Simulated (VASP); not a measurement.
# Hg in VASP: notebook

Hg is run at these levels: PBEsol; tasks: single point.

All numbers are computed with VASP 6.6.1; they aren't measurements. Logs are shortened: lines on timing, memory, paths and dates and some standing lists are left out, and cuts for length are marked.

## 1. The cell of the first run

The structure is monoclinic, space group C2/m (No. 12). The conventional cell has a = 4.695 Å, b = 4.036 Å, c = 3.053 Å, α = 90.00°, β = 97.84°, γ = 90.00°. Within 4.0 Å of Hg (site symmetry 2/m) lie 6 Hg at 3.05 to 3.10 Å.

## 2. Single point, PBEsol (strained)

INCAR

```
PREC = Accurate
ENCUT = 520
EDIFF = 1E-6
ISMEAR = 0
SIGMA = 0.1
LREAL = F
LASPH = T
NELM = 100
ALGO = Fast
ISIF = 2
LWAVE = F
LCHARG = F
GGA = PS
NBANDS = 12
```

KPOINTS

```
regular mesh
0
Gamma
  14 14 14
```

POSCAR

```
Hg
1.0
    2.3472612110     -2.0178913777     -0.0189664586
    2.3472612110      2.0178913777     -0.0189664586
   -0.3922274384      0.0000000000      3.0278056293
Hg
1
Direct
    0.5000000000      0.5000000000      0.5000000000
```

Potentials or basis: VASP PAW PBE potentials, release 64 (Hg).

Command:

```
$ cat potpaw_PBE.64/Hg/POTCAR > POTCAR
$ mpirun -np 1 vasp_std > vasp.out
```

OUTCAR:

```text
PREC = Accurate
   ENCUT = 520
   EDIFF = 1E-6
   ISMEAR = 0
   LREAL = F
   LASPH = T
   NELM = 100
   ISIF = 2
   GGA = PS

 ion  position               nearest neighbor table
   1  0.500  0.500  0.500-

  LATTYP: Found a base centered monoclinic cell.
 ALAT       =     4.6946756732
 B/A-ratio  =     0.8596510252
 C/A-ratio  =     0.6503334998
 COS(beta)  =    -0.1364772201

  Lattice vectors:

 A1 = (   2.3472612110,  -2.0178913777,  -0.0189664586)
 A2 = (   2.3472612110,   2.0178913777,  -0.0189664586)
 A3 = (  -0.3922274384,   0.0000000000,   3.0278056293)

Analysis of symmetry for initial positions (statically):
=====================================================================
 Subroutine PRICEL returns:
 Original cell was already a primitive cell.

 Routine SETGRP: Setting up the symmetry group for a
 base centered monoclinic supercell.

 Subroutine GETGRP returns: Found  4 space group operations
 (whereof  4 operations were pure point group operations)
 out of a pool of  4 trial point group operations.

The static configuration has the point symmetry C_2h.

Analysis of symmetry for dynamics (positions and initial velocities):
=====================================================================
 Subroutine PRICEL returns:
 Original cell was already a primitive cell.

 Routine SETGRP: Setting up the symmetry group for a
 base centered monoclinic supercell.

 Subroutine GETGRP returns: Found  4 space group operations
 (whereof  4 operations were pure point group operations)
 out of a pool of  4 trial point group operations.

The dynamic configuration has the point symmetry C_2h.

 Subroutine INISYM returns: Found  4 space group operations
 (whereof  4 operations are pure point group operations),
 and found     1 'primitive' translations

----------------------------------------------------------------------------------------

                                     Primitive cell

  volume of cell :      28.6525

  direct lattice vectors                    reciprocal lattice vectors
     2.347261211 -2.017891378 -0.018966459     0.213237415 -0.247783407  0.027623162
     2.347261211  2.017891378 -0.018966459     0.213237415  0.247783407  0.027623162
    -0.392227438  0.000000000  3.027805629     0.002671478  0.000000000  0.330618259

  length of vectors
     3.095461279  3.095461279  3.053104861     0.328069887  0.328069887  0.330629052

  position of ions in fractional coordinates (direct lattice)
     0.500000000  0.500000000  0.500000000

  ion indices of the primitive-cell ions
   primitive index   ion index
                 1           1

----------------------------------------------------------------------------------------

 KPOINTS: regular mesh

Automatic generation of k-mesh.
 Grid dimensions read from file:
 generate k-points for:   14   14   14

 Generating k-lattice:

  Cartesian coordinates                     Fractional coordinates (reciprocal lattice)
     0.015231244 -0.017698815  0.001973083     0.071428571 -0.000000000 -0.000000000
     0.015231244  0.017698815  0.001973083    -0.000000000  0.071428571 -0.000000000
     0.000190820  0.000000000  0.023615590     0.000000000  0.000000000  0.071428571

  Length of vectors
     0.023433563  0.023433563  0.023616361

  Shift w.r.t. Gamma in fractional coordinates (k-lattice)
     0.000000000  0.000000000  0.000000000

 Subroutine IBZKPT returns following result:
 ===========================================

 Found    744 irreducible k-points:

 Following reciprocal coordinates:
            Coordinates               Weight
  0.000000  0.000000  0.000000      1.000000
  0.071429 -0.000000  0.000000      4.000000
  0.142857 -0.000000  0.000000      4.000000
  0.214286 -0.000000  0.000000      4.000000
  0.285714 -0.000000  0.000000      4.000000
  0.357143  0.000000  0.000000      4.000000
[... 16 lines left out ...]
  0.214286  0.142857 -0.000000      4.000000
  0.285714  0.142857  0.000000      4.000000
 [... further k-points ...]
   k-points           NKPTS =    744   k-points in BZ     NKDIM =    744   number of bands    NBANDS=     12
   number of dos      NEDOS =    301   number of ions     NIONS =      1
   total plane-waves  NPLWV =  13824
   dimension x,y,z NGX =    24 NGY =   24 NGZ =   24
   dimension x,y,z NGXF=    48 NGYF=   48 NGZF=   48
   ions per type =               1
   NGX,Y,Z   is equivalent  to a cutoff of  12.89, 12.89, 13.07 a.u.
   NGXF,Y,Z  is equivalent  to a cutoff of  25.78, 25.78, 26.14 a.u.
 SYSTEM =  unknown system
   PREC   = accura    normal or accurate (medium, high low for compatibility)
   ISTART =      0    job   : 0-new  1-cont  2-samecut
   ICHARG =      2    charge: 1-file 2-atom 10-const
   ISPIN  =      1    spin polarized calculation?
   LNONCOLLINEAR =      F non collinear calculations
   LSORBIT =      F    spin-orbit coupling
   LASPH  =      T    aspherical Exc in radial PAW
   ENCUT  =  520.0 eV  38.22 Ry    6.18 a.u.   5.76  5.76  5.68*2*pi/ulx,y,z
   NELM   =    100;   NELMIN=  2; NELMDL= -5     # of ELM steps
   EDIFF  = 0.1E-05   stopping-criterion for ELM
   LREAL  =      F    real-space projection
   EDIFFG = 0.1E-04   stopping-criterion for IOM
   NSW    =      0    number of steps for IOM
   IBRION =     -1    ionic relax: 0-MD 1-quasi-New 2-CG
   NFREE  =      0    steps in history (QN), initial steepest desc. (CG)
   ISIF   =      2    stress and relaxation
   ISYM   =      2    0-nonsym 1-usesym 2-fastsym
   POTIM  = 0.5000    time-step for ionic-motion
   TEBEG  =    0.0;   TEEND  =   0.0 temperature during run
   PSTRESS=    0.0 pullay stress
   NELECT =      12.0000    total number of electrons
   NUPDOWN=      -1.0000    fix difference up-down
   EMIN   =  10.00;   EMAX   =-10.00  energy-range for DOS
   EFERMI =   0.00;   METHOD = LEGACY
   ISMEAR =     0;   SIGMA  =   0.10  broadening in eV -4-tet -1-fermi 0-gaus
   EFERMI_NEDOS =   21; number of points for ismear=-14 and -15
   IALGO  =     68    algorithm
   IMIX   =      4    mixing-type and parameters
     AMIX     =   0.40;   BMIX     =  1.00
     AMIX_MAG =   1.60;   BMIX_MAG =  1.00
  volume/ion in A,a.u.               =      28.65       193.36
  Fermi-wavevector in a.u.,A,eV,Ry     =   1.224845  2.314621 20.412075  1.500245
  Thomas-Fermi vector in A             =   2.359905
   LORBIT       =      0    0 simple, 1 ext, 2 COOP (PROOUT), +10 PAW based schemes
   GGA     = PS    functional components
   LHFCALC =     F    Hartree Fock is set to
   AEXX    =    0.0000 exact exchange contribution
   IVDW    =     0    specifies the selected vdW correction
   LEPSILON=     F    determine dielectric tensor
   LRPA    =     F    only Hartree local field effects (RPA)
 non-spin polarized calculation
 RMM-DIIS sequential band-by-band and
 Gauss-broadening in eV      SIGMA  =   0.10
  energy-cutoff  :      520.00
  volume of cell :       28.65
 maximum number of plane-waves:       788
   NGX = 11   NGY = 11   NGZ = 11

 number of electron      12.0000004 magnetization

 Free energy of the ion-electron system (eV)
  ---------------------------------------------------
  ext. energy  EPLUGINS =         0.00000000
  ---------------------------------------------------
  free energy    TOTEN  =        -0.52213431 eV

  energy without entropy =       -0.52093888  energy(sigma->0) =       -0.52153659

 E-fermi :   1.2298     XC(G=0):  -9.9415

 val. band max:        1.2283869500   @ k =   0.5000   0.3571   0.2857
 cond. band min:       1.2548759752   @ k =   0.4286   0.2857   0.5000
 fundamental gap:      0.0264890252
 Fermi energy:         1.2298170637

 k-point     1 :       0.0000    0.0000    0.0000
  band No.  band energies     occupation
      1      -6.6604      2.00000
      2      -6.3299      2.00000
      3      -6.2481      2.00000
      4      -4.6079      2.00000
      5      -4.5617      2.00000
      6      -4.5191      2.00000
      7      11.0389      0.00000
      8      11.1974      0.00000
      9      11.4258      0.00000
     10      14.4459      0.00000
     11      16.1497      0.00000
     12      16.3468      0.00000

 k-point     2 :       0.0714   -0.0000    0.0000
  band No.  band energies     occupation
      1      -6.5819      2.00000
      2      -6.3099      2.00000
      3      -6.2018      2.00000
      4      -4.6313      2.00000
      5      -4.5766      2.00000
      6      -4.5281      2.00000
      7      10.0564      0.00000
      8      11.2325      0.00000
      9      11.5303      0.00000
     10      14.9228      0.00000
     11      16.2840      0.00000
     12      16.9339      0.00000

 k-point     3 :       0.1429   -0.0000    0.0000
  band No.  band energies     occupation
      1      -6.4355      2.00000
      2      -6.2747      2.00000
      3      -5.9572      2.00000
      4      -4.6961      2.00000
      5      -4.6362      2.00000
      6      -4.5320      2.00000
      7       8.1749      0.00000
      8      11.4984      0.00000
      9      11.8495      0.00000
     10      15.3251      0.00000
     11      16.2575      0.00000
     12      18.8947      0.00000

 k-point     4 :       0.2143   -0.0000    0.0000
  band No.  band energies     occupation
      1      -6.3351      2.00000
      2      -6.2357      2.00000
      3      -5.4129      2.00000
      4      -4.7864      2.00000
      5      -4.7245      2.00000
      6      -4.5275      2.00000
      7       6.2021      0.00000
      8      11.8807      0.00000
      9      12.3382      0.00000
     10      15.6848      0.00000
     11      16.2294      0.00000
     12      20.0200      0.00000

 k-point     5 :       0.2857   -0.0000    0.0000
  band No.  band energies     occupation
      1      -6.2712      2.00000
      2      -6.1893      2.00000
      3      -4.8854      2.00000
      4      -4.8208      2.00000
      5      -4.6130      2.00000
      6      -4.5122      2.00000
      7       4.2872      0.00000
      8      12.2921      0.00000
      9      12.9204      0.00000
     10      16.1288      0.00000
     11      16.2848      0.00000
     12      19.0532      0.00000
[... 228 lines left out ...]
      1      -6.4938      2.00000
      2      -6.2578      2.00000
      3      -6.1848      2.00000
      4      -4.6327      2.00000
      5      -4.5893      2.00000
      6      -4.5417      2.00000
      7       9.6296      0.00000
      8      10.2577      0.00000
      9      11.6904      0.00000
     10      15.5768      0.00000
     11      16.9903      0.00000
     12      17.2250      0.00000

 k-point    22 :       0.1429    0.1429    0.0000
  band No.  band energies     occupation
      1      -6.3446      2.00000
      2      -5.9295      2.00000
      3      -5.8852      2.00000
      4      -4.8615      2.00000
      5      -4.6249      2.00000
      6      -4.6194      2.00000
      7       9.0486      0.00000
      8       9.2564      0.00000
      9      12.0814      0.00000
     10      16.0948      0.00000
     11      16.9310      0.00000
     12      18.6435      0.00000

 k-point    23 :       0.2143    0.1429   -0.0000
  band No.  band energies     occupation
      1      -6.2930      2.00000
      2      -5.8629      2.00000
      3      -5.3931      2.00000
      4      -4.9398      2.00000
      5      -4.7150      2.00000
      6      -4.6109      2.00000
      7       7.1333      0.00000
      8       9.9023      0.00000
      9      12.4725      0.00000
     10      15.6864      0.00000
     11      16.4202      0.00000
     12      18.9064      0.00000

 k-point    24 :       0.2857    0.1429    0.0000
  band No.  band energies     occupation
      1      -6.2452      2.00000
      2      -5.8021      2.00000
      3      -5.1920      2.00000
      4      -4.8162      2.00000
      5      -4.6128      2.00000
      6      -4.4682      2.00000
      7       5.1627      0.00000
      8      10.7308      0.00000
      9      12.9754      0.00000
     10      14.4682      0.00000
     11      16.6758      0.00000
     12      19.0244      0.00000

 [... further k-points ...]

------------------------ aborting loop because EDIFF is reached ----------------------------------------

  FORCE on cell =-STRESS in cart. coord.  units (eV):
  Direction    XX          YY          ZZ          XY          YZ          ZX
  --------------------------------------------------------------------------------------
  -------------------------------------------------------------------------------------
  Total       -0.5763977     -0.5049040     -0.4861875      0.0000000      0.0000000      0.0038091
  in kB      -32.2307550    -28.2329983    -27.1864161      0.0000000      0.0000000      0.2129958
  external PRESSURE =     -29.2167231 kB  Pullay stress =       0.0000000 kB

 VOLUME and BASIS-vectors are now :
 -----------------------------------------------------------------------------
  energy-cutoff  :      520.00
  volume of cell :       28.65
      direct lattice vectors                 reciprocal lattice vectors
     2.347261211 -2.017891378 -0.018966459     0.213237415 -0.247783407  0.027623162
     2.347261211  2.017891378 -0.018966459     0.213237415  0.247783407  0.027623162
    -0.392227438  0.000000000  3.027805629     0.002671478  0.000000000  0.330618259

 POSITION                                       TOTAL-FORCE (eV/Angst)
 -----------------------------------------------------------------------------------
      2.15115      0.00000      1.49494         0.000000      0.000000      0.000000
 -----------------------------------------------------------------------------------
    total drift:                               -0.000000     -0.000000     -0.000000

  FREE ENERGIE OF THE ION-ELECTRON SYSTEM (eV)
  ---------------------------------------------------
  free  energy   TOTEN  =        -0.5221343053 eV

  energy  without entropy=       -0.5209388785  energy(sigma->0) =       -0.52153659
```

Run time: 3 min. Hardware: 1 thread of Intel Xeon 8259CL, shared host; peak memory 0.34 GiB.

Results:

```
Free energy            : -0.5221 eV
Pressure               : -2.9 GPa
Band gap on the k mesh : zero (band 6 reaches 4.03 eV, above the bottom of band 7 at -0.18 eV)
```

Stress tensor (GPa, compression positive):
```
-3.22  0.00  0.02
 0.00 -2.82  0.00
 0.02  0.00 -2.72
```

Caveat: the cell differs from its parent crystal (strained); the PAW data sets were made with another functional, which shifts forces and pressure a little; spin-orbit coupling is left out, which moves the levels of the heavy elements.

## 3. Single point, PBEsol (the cell strained at random)

INCAR

```
PREC = Accurate ; ENCUT = 520
EDIFF = 1E-7 ; ISMEAR = 0
SIGMA = 0.1 ; LREAL = F
LASPH = T ; NELM = 100
ALGO = Fast ; ISIF = 2
LWAVE = F ; LCHARG = T
GGA = PS ; LELF = T
LVHAR = T ; NBANDS = 12
```

KPOINTS

```
regular mesh
0
Gamma
  12 12 12
```

POSCAR

```
Hg
1.0
    2.3213289716     -2.1065358377      0.0046379560
    2.3262799486      2.1119420603      0.0136806495
   -0.3502946285      0.0062959900      3.1009603690
Hg
1
Direct
    0.5000000000      0.5000000000      0.5000000000
```

Potentials or basis: VASP PAW PBE potentials, release 64 (Hg).

Command:

```
$ cat potpaw_PBE.64/Hg/POTCAR > POTCAR
$ mpirun -np 1 vasp_std > vasp.out
```

Wall time 3.7 min (1 thread of Intel Xeon 8259CL, shared host); peak memory 0.39 GiB.

The run converged. Its results:

- Free energy: -0.4893 eV
- Pressure: -3.4 GPa
- Band gap on the k mesh: zero (band 6 reaches 4.10 eV, above the bottom of band 7 at -0.33 eV)

Stress tensor (GPa, compression positive):
```
-3.59 -0.01  0.19
-0.01 -3.22 -0.01
 0.19 -0.01 -3.40
```

Levels at points of the mesh, in eV from the Fermi level:
```
           k point  band 3  band 4  band 5  band 6  band 7  band 8  band 9  band 10
(0.00, 0.00, 0.00)   -7.44   -5.88   -5.87   -5.83    9.32    9.44    9.60    12.43
(0.50, 0.00, 0.00)   -6.34   -6.27   -5.82   -2.96   -1.31   11.85   12.23    14.75
(0.00, 0.50, 0.00)   -6.34   -6.26   -5.82   -3.00   -1.32   11.91   12.29    14.71
(0.50, 0.50, 0.00)   -6.25   -6.21   -5.39   -0.07    0.94    2.22    7.02    14.41
(0.00, 0.00, 0.50)   -6.36   -6.29   -5.83   -2.91   -1.31   12.15   12.18    14.59
(0.50, 0.00, 0.50)   -6.27   -6.23   -5.36    0.05    1.07    2.16    7.02    14.17
(0.00, 0.50, 0.50)   -6.26   -6.23   -5.37    0.03    1.09    2.09    6.99    14.19
(0.50, 0.50, 0.50)   -6.99   -5.36   -5.34    3.11    3.13    5.00    5.21     8.80
```

Caveat: the cell differs from its parent crystal (the cell strained at random); the PAW data sets were made with another functional, which shifts forces and pressure a little; spin-orbit coupling is left out, which moves the levels of the heavy elements.
